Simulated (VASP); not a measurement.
# SnSe3 (Fm-3m) in VASP: notebook

Runs on SnSe3. Level: PBE. Tasks: single point, relaxation of cell and atoms.

Everything below comes from runs of VASP 6.6.1. Logs are shortened: lines on timing, memory, paths and dates and some standing lists are left out, and cuts for length are marked.

## 1. The cell of the first run

It takes space group Fm-3m (No. 225, cubic). The conventional cell has a = 7.124 Å, b = 7.124 Å, c = 7.124 Å, α = 90.00°, β = 90.00°, γ = 90.00°. Within 4.1 Å of Sn (site symmetry m-3m) lie 14 Se at 3.08 to 3.56 Å. Se (site symmetry m-3m) has 8 Se at 3.08 Å and 6 Sn at 3.56 Å within 4.1 Å. Se (site symmetry -43m) has 4 Sn at 3.08 Å and 10 Se at 3.08 to 3.56 Å within 4.1 Å.

## 2. Single point, PBE

The input, INCAR:

```
SYSTEM = SnSe3
PREC = Accurate ; ENCUT = 520
EDIFF = 1E-6 ; ISMEAR = -1
SIGMA = 0.02 ; LREAL = .False.
LASPH = .True. ; NELM = 100
ALGO = Normal ; ISIF = 2
LWAVE = .False. ; LCHARG = .False.
GGA = PE ; NBANDS = 24
```

The input, KPOINTS:

```
regular mesh
0
Gamma
  6 6 6
  0 0 0
```

The input, POSCAR:

```
SnSe3
1.0
    0.0000000000      3.5622366060      3.5622366060
    3.5622366060      0.0000000000      3.5622366060
    3.5622366060      3.5622366060      0.0000000000
Sn Se
1 3
Direct
    0.0000000000      0.0000000000      0.0000000000
    0.5000000000      0.5000000000      0.5000000000
    0.2500000000      0.2500000000      0.2500000000
    0.7500000000      0.7500000000      0.7500000000
```

Potentials or basis: VASP PAW PBE potentials, release 64 (Sn_d, Se).

Run with:

```console
> cat potpaw_PBE.64/Sn_d/POTCAR potpaw_PBE.64/Se/POTCAR > POTCAR
> mpirun -np 1 vasp_std > vasp.out
```

OUTCAR:

```text
SYSTEM = SnSe3
   PREC = Accurate
   ENCUT = 520
   EDIFF = 1E-6
   ISMEAR = -1
   LREAL = .False.
   LASPH = .True.
   NELM = 100
   ISIF = 2
   GGA = PE

 ion  position               nearest neighbor table
   1  0.000  0.000  0.000-   4 3.08   4 3.08   4 3.08   3 3.08   4 3.08   3 3.08   3 3.08   3 3.08

   2  0.500  0.500  0.500-
   3  0.250  0.250  0.250-   1 3.08   1 3.08   1 3.08   1 3.08
   4  0.750  0.750  0.750-   1 3.08   1 3.08   1 3.08   1 3.08

  LATTYP: Found a face centered cubic cell.
 ALAT       =     7.1244732120

  Lattice vectors:

 A1 = (   0.0000000000,   3.5622366060,   3.5622366060)
 A2 = (   3.5622366060,   0.0000000000,   3.5622366060)
 A3 = (   3.5622366060,   3.5622366060,   0.0000000000)

Analysis of symmetry for initial positions (statically):
=====================================================================
 Subroutine PRICEL returns:
 Original cell was already a primitive cell.

 Routine SETGRP: Setting up the symmetry group for a
 face centered cubic supercell.

 Subroutine GETGRP returns: Found 48 space group operations
 (whereof 48 operations were pure point group operations)
 out of a pool of 48 trial point group operations.

The static configuration has the point symmetry O_h .

Analysis of symmetry for dynamics (positions and initial velocities):
=====================================================================
 Subroutine PRICEL returns:
 Original cell was already a primitive cell.

 Routine SETGRP: Setting up the symmetry group for a
 face centered cubic supercell.

 Subroutine GETGRP returns: Found 48 space group operations
 (whereof 48 operations were pure point group operations)
 out of a pool of 48 trial point group operations.

The dynamic configuration has the point symmetry O_h .

 Subroutine INISYM returns: Found 48 space group operations
 (whereof 48 operations are pure point group operations),
 and found     1 'primitive' translations

----------------------------------------------------------------------------------------

                                     Primitive cell

  volume of cell :      90.4062

  direct lattice vectors                    reciprocal lattice vectors
     0.000000000  3.562236606  3.562236606    -0.140361255  0.140361255  0.140361255
     3.562236606  0.000000000  3.562236606     0.140361255 -0.140361255  0.140361255
     3.562236606  3.562236606  0.000000000     0.140361255  0.140361255 -0.140361255

  length of vectors
     5.037763321  5.037763321  5.037763321     0.243112825  0.243112825  0.243112825

  position of ions in fractional coordinates (direct lattice)
     0.000000000  0.000000000  0.000000000
     0.500000000  0.500000000  0.500000000
     0.250000000  0.250000000  0.250000000
     0.750000000  0.750000000  0.750000000

  ion indices of the primitive-cell ions
   primitive index   ion index
                 1           1
                 2           2
                 3           3
                 4           4

----------------------------------------------------------------------------------------

 KPOINTS: regular mesh

Automatic generation of k-mesh.
 Grid dimensions read from file:
 generate k-points for:    6    6    6

 Generating k-lattice:

  Cartesian coordinates                     Fractional coordinates (reciprocal lattice)
    -0.023393542  0.023393542  0.023393542     0.166666667  0.000000000  0.000000000
     0.023393542 -0.023393542  0.023393542     0.000000000  0.166666667  0.000000000
     0.023393542  0.023393542 -0.023393542     0.000000000  0.000000000  0.166666667

  Length of vectors
     0.040518804  0.040518804  0.040518804

  Shift w.r.t. Gamma in fractional coordinates (k-lattice)
     0.000000000  0.000000000  0.000000000

 Subroutine IBZKPT returns following result:
 ===========================================

 Found     16 irreducible k-points:

 Following reciprocal coordinates:
            Coordinates               Weight
  0.000000  0.000000  0.000000      1.000000
  0.166667  0.000000  0.000000      8.000000
  0.333333  0.000000  0.000000      8.000000
  0.500000  0.000000  0.000000      4.000000
  0.166667  0.166667  0.000000      6.000000
  0.333333  0.166667  0.000000     24.000000
[... 8 lines left out ...]
 -0.333333  0.333333  0.166667     24.000000
 -0.333333  0.500000  0.166667     12.000000
   k-points           NKPTS =     16   k-points in BZ     NKDIM =     16   number of bands    NBANDS=     24
   number of dos      NEDOS =    301   number of ions     NIONS =      4
   total plane-waves  NPLWV =  64000
   dimension x,y,z NGX =    40 NGY =   40 NGZ =   40
   dimension x,y,z NGXF=    80 NGYF=   80 NGZF=   80
   ions per type =               1   3
   NGX,Y,Z   is equivalent  to a cutoff of  13.20, 13.20, 13.20 a.u.
   NGXF,Y,Z  is equivalent  to a cutoff of  26.40, 26.40, 26.40 a.u.
 SYSTEM =  SnSe3
   PREC   = accura    normal or accurate (medium, high low for compatibility)
   ISTART =      0    job   : 0-new  1-cont  2-samecut
   ICHARG =      2    charge: 1-file 2-atom 10-const
   ISPIN  =      1    spin polarized calculation?
   LNONCOLLINEAR =      F non collinear calculations
   LSORBIT =      F    spin-orbit coupling
   LASPH  =      T    aspherical Exc in radial PAW
   ENCUT  =  520.0 eV  38.22 Ry    6.18 a.u.   9.37  9.37  9.37*2*pi/ulx,y,z
   NELM   =    100;   NELMIN=  2; NELMDL= -5     # of ELM steps
   EDIFF  = 0.1E-05   stopping-criterion for ELM
   LREAL  =      F    real-space projection
   EDIFFG = 0.1E-04   stopping-criterion for IOM
   NSW    =      0    number of steps for IOM
   IBRION =     -1    ionic relax: 0-MD 1-quasi-New 2-CG
   NFREE  =      0    steps in history (QN), initial steepest desc. (CG)
   ISIF   =      2    stress and relaxation
   ISYM   =      2    0-nonsym 1-usesym 2-fastsym
   POTIM  = 0.5000    time-step for ionic-motion
   TEBEG  =    0.0;   TEEND  =   0.0 temperature during run
   PSTRESS=    0.0 pullay stress
   NELECT =      32.0000    total number of electrons
   NUPDOWN=      -1.0000    fix difference up-down
   EMIN   =  10.00;   EMAX   =-10.00  energy-range for DOS
   EFERMI =   0.00;   METHOD = LEGACY
   ISMEAR =    -1;   SIGMA  =   0.02  broadening in eV -4-tet -1-fermi 0-gaus
   EFERMI_NEDOS =   21; number of points for ismear=-14 and -15
   IALGO  =     38    algorithm
   IMIX   =      4    mixing-type and parameters
     AMIX     =   0.40;   BMIX     =  1.00
     AMIX_MAG =   1.60;   BMIX_MAG =  1.00
  volume/ion in A,a.u.               =      22.60       152.52
  Fermi-wavevector in a.u.,A,eV,Ry     =   1.158045  2.188388 18.246338  1.341068
  Thomas-Fermi vector in A             =   2.294651
   LORBIT       =      0    0 simple, 1 ext, 2 COOP (PROOUT), +10 PAW based schemes
   GGA     = PE    functional components
   LHFCALC =     F    Hartree Fock is set to
   AEXX    =    0.0000 exact exchange contribution
   IVDW    =     0    specifies the selected vdW correction
   LEPSILON=     F    determine dielectric tensor
   LRPA    =     F    only Hartree local field effects (RPA)
 non-spin polarized calculation
  energy-cutoff  :      520.00
  volume of cell :       90.41
 maximum number of plane-waves:      2457
 NGX is ok and might be reduce to    40
   NGX = 19   NGY = 19   NGZ = 19

 number of electron      32.0000003 magnetization

 Free energy of the ion-electron system (eV)
  ---------------------------------------------------
  ext. energy  EPLUGINS =         0.00000000
  ---------------------------------------------------
  free energy    TOTEN  =       -13.36522189 eV

  energy without entropy =      -13.35831590  energy(sigma->0) =      -13.36176889

 E-fermi :   5.9466     XC(G=0): -10.3776

 val. band max:        5.9128001077   @ k =   0.3333   0.0000   0.0000
 cond. band min:       5.9592875240   @ k =   0.5000   0.1667   0.0000
 fundamental gap:      0.0464874163
 Fermi energy:         5.9466041378

 k-point     1 :       0.0000    0.0000    0.0000
  band No.  band energies     occupation
      1     -15.6421      2.00000
      2     -15.6421      2.00000
      3     -15.6421      2.00000
      4     -15.6355      2.00000
      5     -15.6355      2.00000
      6      -9.1332      2.00000
[... 16 lines left out ...]
     23      10.3177      0.00000
     24      17.6818      0.00000

 k-point     2 :       0.1667    0.0000    0.0000
  band No.  band energies     occupation
      1     -15.6429      2.00000
      2     -15.6415      2.00000
      3     -15.6415      2.00000
      4     -15.6355      2.00000
      5     -15.6355      2.00000
      6      -8.9544      2.00000
[... 16 lines left out ...]
     23      11.1011      0.00000
     24      17.3550      0.00000

 k-point     3 :       0.3333    0.0000    0.0000
  band No.  band energies     occupation
      1     -15.6446      2.00000
      2     -15.6407      2.00000
      3     -15.6407      2.00000
      4     -15.6353      2.00000
      5     -15.6353      2.00000
      6      -8.4559      2.00000
[... 16 lines left out ...]
     23      12.9621      0.00000
     24      15.2753      0.00000

 k-point     4 :       0.5000    0.0000    0.0000
  band No.  band energies     occupation
      1     -15.6455      2.00000
      2     -15.6405      2.00000
      3     -15.6405      2.00000
      4     -15.6351      2.00000
      5     -15.6351      2.00000
      6      -7.9703      2.00000
[... 16 lines left out ...]
     23      15.1289      0.00000
     24      15.1289      0.00000

 k-point     5 :       0.1667    0.1667    0.0000
  band No.  band energies     occupation
      1     -15.6438      2.00000
      2     -15.6410      2.00000
      3     -15.6410      2.00000
      4     -15.6360      2.00000
      5     -15.6351      2.00000
      6      -8.8948      2.00000
[... 235 lines left out ...]
 k-point    14 :       0.5000    0.3333    0.1667
  band No.  band energies     occupation
      1     -15.6453      2.00000
      2     -15.6410      2.00000
      3     -15.6390      2.00000
      4     -15.6367      2.00000
      5     -15.6349      2.00000
      6      -8.0337      2.00000
[... 16 lines left out ...]
     23      14.0764      0.00000
     24      14.7915      0.00000

 k-point    15 :      -0.3333    0.3333    0.1667
  band No.  band energies     occupation
      1     -15.6439      2.00000
      2     -15.6427      2.00000
      3     -15.6385      2.00000
      4     -15.6367      2.00000
      5     -15.6351      2.00000
      6      -7.5579      2.00000
[... 16 lines left out ...]
     23      14.0972      0.00000
     24      14.5832      0.00000

 k-point    16 :      -0.3333    0.5000    0.1667
  band No.  band energies     occupation
      1     -15.6463      2.00000
      2     -15.6406      2.00000
      3     -15.6378      2.00000
      4     -15.6375      2.00000
      5     -15.6347      2.00000
      6      -7.2002      2.00000
[... 16 lines left out ...]
     23      13.5347      0.00000
     24      14.3296      0.00000

------------------------ aborting loop because EDIFF is reached ----------------------------------------

  FORCE on cell =-STRESS in cart. coord.  units (eV):
  Direction    XX          YY          ZZ          XY          YZ          ZX
  --------------------------------------------------------------------------------------
  -------------------------------------------------------------------------------------
  Total       -0.3256116     -0.3256116     -0.3256116      0.0000000     -0.0000000     -0.0000000
  in kB       -5.7704830     -5.7704830     -5.7704830      0.0000000     -0.0000000     -0.0000000
  external PRESSURE =      -5.7704830 kB  Pullay stress =       0.0000000 kB

 VOLUME and BASIS-vectors are now :
 -----------------------------------------------------------------------------
  energy-cutoff  :      520.00
  volume of cell :       90.41
      direct lattice vectors                 reciprocal lattice vectors
     0.000000000  3.562236606  3.562236606    -0.140361255  0.140361255  0.140361255
     3.562236606  0.000000000  3.562236606     0.140361255 -0.140361255  0.140361255
     3.562236606  3.562236606  0.000000000     0.140361255  0.140361255 -0.140361255

 POSITION                                       TOTAL-FORCE (eV/Angst)
 -----------------------------------------------------------------------------------
      0.00000      0.00000      0.00000         0.000000      0.000000      0.000000
      3.56224      3.56224      3.56224         0.000000      0.000000      0.000000
      1.78112      1.78112      1.78112        -0.000000     -0.000000     -0.000000
      5.34335      5.34335      5.34335         0.000000      0.000000      0.000000
 -----------------------------------------------------------------------------------
    total drift:                               -0.000000      0.000000      0.000000

  FREE ENERGIE OF THE ION-ELECTRON SYSTEM (eV)
  ---------------------------------------------------
  free  energy   TOTEN  =       -13.3652218947 eV

  energy  without entropy=      -13.3583158952  energy(sigma->0) =      -13.36176889
```

Run time: 39 s. Hardware: 1 thread of Intel Xeon Platinum 8259CL at 2.50GHz (Skylake/Cascade Lake), shared host; peak memory 0.24 GiB.

Results:

| Property | Result |
| --- | --- |
| Free energy | -13.3652 eV |
| Pressure | -0.6 GPa |
| Band gap on the k mesh | zero (band 16 reaches 6.18 eV, above the bottom of band 17 at 4.14 eV) |

Caveat: spin-orbit coupling is left out, which moves the levels of the heavy elements.

[end of part 1 of 2]
